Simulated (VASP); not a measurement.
Crystal: Ga.

```
Ga
1.0
     1.38300   -4.02650    0.00000
     1.38300    4.02650    0.00000
    -0.11745    0.00000    3.32993
Ga
2
Direct
  0.13100 0.86900 0.75000
  0.86900 0.13100 0.25000
```

- Program: VASP 6.6.1
- Task: relaxation of cell and atoms
- Functional: revPBE
- Dispersion: D3(BJ)
- Potentials or basis: VASP PAW PBE potentials, release 64 (Ga_d)
- Cutoff: 600 eV
- k mesh: 10 × 10 × 8
- Occupations: fermi-dirac, width 0.05 eV
- Spin: no spin polarisation

At the start: pressure -1.8 GPa; volume 18.54 Å³/atom.

Question: How do energy, volume and symmetry change on relaxing?

Answer: Over 13 steps the energy falls by 14.1 meV/atom and the volume is 17.88 Å³/atom (-3.6 %); space group C2/c (No. 15, to 0.1 Å) before, Cmcm (No. 63, to 0.1 Å).

Step by step:
```tsv
step	energy change (eV)	largest force (eV/Å)	pressure (GPa)	volume (Å³)
1	0.0000	0.2117	-1.85	37.09
2	-0.0144	0.1308	-0.24	35.95
3	-0.0161	0.0978	0.48	35.52
4	-0.0161	0.0893	0.67	35.41
5	-0.0208	0.0347	0.40	35.53
6	-0.0260	0.1372	-0.08	35.88
7	-0.0265	0.0876	-0.03	35.78
8	-0.0265	0.1015	0.03	35.80
9	-0.0277	0.0261	-0.04	35.87
10	-0.0277	0.0351	-0.06	35.87
11	-0.0280	0.0138	-0.03	35.82
12	-0.0279	0.0268	-0.11	35.71
13	-0.0281	0.0019	0.03	35.77
```

Final structure:
```xyz
2
Lattice="1.4053 -4.0333 0.0166 1.4053 4.0333 0.0166 -0.0791 0.0000 3.1542" Properties=species:S:1:pos:R:3 pbc="T T T"
Ga    1.3460    2.9466    2.3822
Ga    1.3855   -2.9466    0.8051
```

Caveat: the PAW data sets were made with another functional, which shifts forces and pressure a little.
